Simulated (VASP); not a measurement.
Write the native input for VASP 6.6.1 that does the following.

* Task: single point
* Functional: PBE
* Potentials or basis: VASP PAW PBE potentials, release 64 (In_d, Se)
* Cutoff: 520 eV
* k mesh: 10 × 10 × 4
* Occupations: methfessel-paxton, width 0.01 eV
* Spin: no spin polarisation
* Dipole correction: no
* Further INCAR settings: ALGO = Normal; EDIFF = 1e-06; NBANDS = 34

The structure of InSe2 lies in POSCAR:

```
InSe2
1.0
    3.8948930000      0.0000000000      0.0000000000
    0.0000000000      3.8948930000      0.0000000000
    0.0000000000      0.0000000000      9.6262310000
In Se
2 4
Direct
    0.0000000000      0.5000000000      0.7064680000
    0.5000000000      0.0000000000      0.2935320000
    0.0000000000      0.5000000000      0.3662120000
    0.5000000000      0.0000000000      0.6337880000
    0.0000000000      0.0000000000      0.0000000000
    0.5000000000      0.5000000000      0.0000000000
```

One way to write it, as run:

INCAR

```
SYSTEM = InSe2
PREC     = Accurate       ! precision mode
ENCUT    = 520            ! plane-wave cutoff, eV
EDIFF    = 1E-6           ! SCF threshold, eV
ISMEAR   = 1              ! smearing method
SIGMA    = 0.01           ! smearing width, eV
LREAL    = .FALSE.        ! projectors in reciprocal space
LASPH    = .TRUE.         ! aspherical terms in the spheres
NELM     = 60             ! most SCF steps
ALGO     = Normal         ! electronic algorithm
ISIF     = 2              ! what is computed and relaxed
LWAVE    = .FALSE.        ! write WAVECAR
LCHARG   = .FALSE.        ! write CHGCAR
GGA      = PE             ! functional
NBANDS   = 34             ! bands
```

KPOINTS

```
Automatic mesh
0
G
  10 10 4
  0 0 0
```

Potentials or basis: VASP PAW PBE potentials, release 64 (In_d, Se).

Launch:

```sh
$ cat potpaw_PBE.64/In_d/POTCAR potpaw_PBE.64/Se/POTCAR > POTCAR
$ mpirun -np 1 vasp_std > vasp.out
```

Results of the run:

```yaml
Pressure: -0.1 GPa
Largest_force: 0.046 eV/Å
Band_gap_on_the_k_mesh: zero (bands 25 and 26 overlap by 2.11 eV)
```

Caveat: spin-orbit coupling is left out, which moves the levels of the heavy elements.

Wall time 8.3 min on 1 thread of AMD EPYC 7R13, on a shared host, peak memory 0.37 GiB.
